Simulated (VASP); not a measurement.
Here is a VASP 6.6.1 calculation.

File POSCAR:

```
Pd
1.0
   -1.5929712806      1.5929712806      1.5929712806
    1.5929712806     -1.5929712806      1.5929712806
    1.5929712806      1.5929712806     -1.5929712806
Pd
1
Direct
    0.0000000000      0.0000000000      0.0000000000
```

File INCAR.step1:

```
SYSTEM = Pd
PREC = Accurate ; ENCUT = 520
ISMEAR = -1 ; SIGMA = 0.05
LREAL = .False. ; LASPH = .True.
NELM = 60 ; NBANDS = 11
GGA = PE ; ALGO = Normal
EDIFF = 1E-4 ; LWAVE = .True.
LCHARG = .False.
```

File INCAR.step2:

```
SYSTEM = Pd
PREC = Accurate ; ENCUT = 520
EDIFF = 1E-6 ; ISMEAR = -1
SIGMA = 0.05 ; LREAL = .False.
LASPH = .True. ; NELM = 60
ALGO = Normal ; ISIF = 2
LWAVE = .False. ; LCHARG = .False.
METAGGA = R2SCAN ; LMIXTAU = .True.
NBANDS = 11 ; ISTART = 1
```

The input KPOINTS:

```
Automatic mesh
0
Gamma
  12 12 12
  0 0 0
```

Potentials or basis: VASP PAW PBE potentials, release 64 (Pd).

Command:

```console
$ cat potpaw_PBE.64/Pd/POTCAR > POTCAR
$ cp INCAR.step1 INCAR
$ mpirun -np 1 vasp_std > vasp.out
$ cp INCAR.step2 INCAR
$ mpirun -np 1 vasp_std > vasp.out
```

Question: Estimate the pressure.

Answer: -10.4 GPa.

Question: Estimate the band gap on the k mesh.

Answer: Zero (band 5 reaches 8.69 eV, above the bottom of band 6 at 7.15 eV).

Caveat: the PAW data sets were made with another functional, which shifts forces and pressure a little.
